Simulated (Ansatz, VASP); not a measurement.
Ti15CO32 in VASP and in Ansatz

```
C Ti O
1.0
    -4.54535    5.51962    4.90920
     4.54535   -5.51962    4.90920
     4.54535    5.51962   -4.90920
C Ti O
1 15 32
Direct
  0.79390 0.62500 0.66890
  0.21691 0.12500 0.59191
  0.19109 0.62500 0.06609
  0.71155 0.12500 0.08655
  0.53624 0.12697 0.41050
  0.05806 0.62599 0.40001
  0.03353 0.12303 0.90928
  0.52402 0.62401 0.93207
  0.31638 0.39485 0.42959
  0.78474 0.85515 0.42153
  0.78162 0.37392 0.90976
  0.28584 0.87608 0.90770
  0.45425 0.36769 0.08957
  0.97417 0.90017 0.11193
  0.96176 0.34983 0.57401
  0.47188 0.88231 0.58656
  0.35056 0.40815 0.67805
  0.85832 0.92659 0.67548
  0.84950 0.40542 0.17446
  0.34579 0.90257 0.16882
  0.86759 0.58718 0.56931
  0.40187 0.07382 0.55588
  0.39083 0.57276 0.05431
  0.89700 0.06690 0.05296
  0.73213 0.66282 0.78041
  0.23207 0.17618 0.82806
  0.23154 0.67724 0.31806
  0.73606 0.18310 0.33010
  0.49889 0.32341 0.43173
  0.01991 0.84185 0.44241
  0.01624 0.34743 0.94322
  0.51904 0.84458 0.94407
  0.46880 0.66183 0.55803
  0.98655 0.15053 0.55257
  0.97433 0.65525 0.04914
  0.48281 0.15295 0.05512
  0.26859 0.32720 0.17708
  0.76664 0.81896 0.16125
  0.76869 0.32523 0.67208
  0.26079 0.82332 0.66951
  0.09229 0.43104 0.44768
  0.59988 0.92280 0.44139
  0.59619 0.42668 0.93747
  0.09685 0.92477 0.94346
  0.64621 0.58817 0.30697
  0.15204 0.09947 0.33602
  0.14389 0.59475 0.81907
  0.65217 0.09705 0.82985
```

Alike in both runs: functional PBE; k mesh 3 × 3 × 3; occupations fermi-dirac, width 0.01 eV; no spin polarisation.

Ansatz relaxed the structure, and its values are those at the end. VASP's run is a single point on that final structure, the one shown.

```csv
,VASP,Ansatz
version,VASP 6.6.1,Ansatz 0.2.0
potentials or method,"VASP PAW PBE potentials, release 64 (C, Ti_sv, O)","plane-wave PAW, scalar-relativistic"
plane-wave cutoff (eV),520,420
valence electrons in the cell,376,376
```

|  | VASP | Ansatz | Ansatz less VASP |
| --- | --- | --- | --- |
| gap on the k mesh at the Fermi level (eV) | 2.70 | 2.72 | +0.023 |
| pressure (GPa) | 7.7 | 6.9 | -0.81 |
| rms of the force components (eV/Å) | 0.081 | 0.005 | -0.0755 |

The functional is the same, so the differences come from potentials, cutoffs and numerics. Ansatz's warnings: stress scf threshold loose.

Noted on VASP's run: the standard files for N, O and F lose accuracy on very short bonds.
